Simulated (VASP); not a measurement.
## KBr: electric field gradients with r2SCAN

KBr:

```
CELL_PARAMETERS angstrom
-0.09884 3.24512 3.24512
3.24512 -0.09884 3.24512
3.24512 3.24512 -0.09884
ATOMIC_POSITIONS crystal
K 0.00000 0.00000 0.00000
Br 0.50000 0.50000 0.50000
```

This cell differs from its parent crystal: equal xy, yz and zx shear strains of -3 %.

```json
{
 "Program": "VASP 6.6.1",
 "Task": "electric field gradients",
 "Functional": "r2SCAN",
 "Potentials or basis": "VASP PAW PBE potentials, release 64 (K_sv, Br)",
 "Cutoff": "520 eV",
 "k mesh": "7 × 7 × 7",
 "Occupations": "fermi-dirac, width 0.02 eV",
 "Spin": "no spin polarisation",
 "Dipole correction": "no",
 "Further INCAR settings": "ALGO = Normal; EDIFF = 1e-08; NBANDS = 15"
}
```

```json
{
  "Pressure": "0.1 GPa",
  "Band gap on the k mesh": "5.02 eV",
  "Largest electric field gradient by atom": "K +2.7; Br -8.4 V/Å²"
}
```

Stress tensor (GPa, compression positive):
```
0.14 0.14 0.14
0.14 0.14 0.14
0.14 0.14 0.14
```

Levels at points of the mesh, in eV from the valence-band top:
| k point | band 6 | band 7 | band 8 | band 9 | band 10 | band 11 |
| --- | --- | --- | --- | --- | --- | --- |
| (0.00, 0.00, 0.00) | -0.10 | -0.10 | 0.00 | 5.02 | 8.04 | 8.04 |

Electric field gradients, principal values (V/Å²):
| atom | least | middle | greatest (by size) |
| --- | --- | --- | --- |
| 1 K | -1.371 | -1.371 | 2.742 |
| 2 Br | 4.192 | 4.192 | -8.384 |

Run time: 3.6 min on 1 thread of AMD EPYC 7R13 Processor (Zen 3) (shared host), peak memory 0.21 GiB.

Caveat: the cell differs from its parent crystal (equal xy, yz and zx shear strains of -3 %); without QUAD_EFG the Cq values of the log hold for a quadrupole moment of 1 mb, not for the nuclei; the PAW data sets were made with another functional, which shifts forces and pressure a little; an odd mesh through Γ misses points on the zone boundary, where band edges can lie.
